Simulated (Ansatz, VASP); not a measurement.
**LaP: VASP beside Ansatz**

```
La P
1.0
     0.00000    3.01250    3.01250
     3.01250    0.00000    3.01250
     3.01250    3.01250    0.00000
La P
1 1
Direct
  0.00000 0.00000 0.00000
  0.50000 0.50000 0.50000
```

Alike in both runs: task electric field gradients; functional LDA; k mesh 10 × 10 × 10; occupations fermi-dirac, width 0.03 eV; no spin polarisation.

|  | VASP | Ansatz |
| --- | --- | --- |
| version | VASP 6.6.1 | Ansatz 0.2.0 |
| potentials or method | VASP PAW LDA potentials, release 64 (La, P) | PAW with Ansatz's default frozen-core files, scalar-relativistic |
| plane-wave cutoff (eV) | 520 | 420 |
| valence electrons in the cell | 16 | 16 |

VASP gave:

```
pressure (GPa) : -3.3
```

**Question.** Estimate Ansatz's values.

**Answer.** Pressure (GPa): -3.2.

LDA's correlation is that of Perdew and Zunger in VASP and of Perdew and Wang (1992) in Ansatz.

Spin-orbit coupling is off throughout.
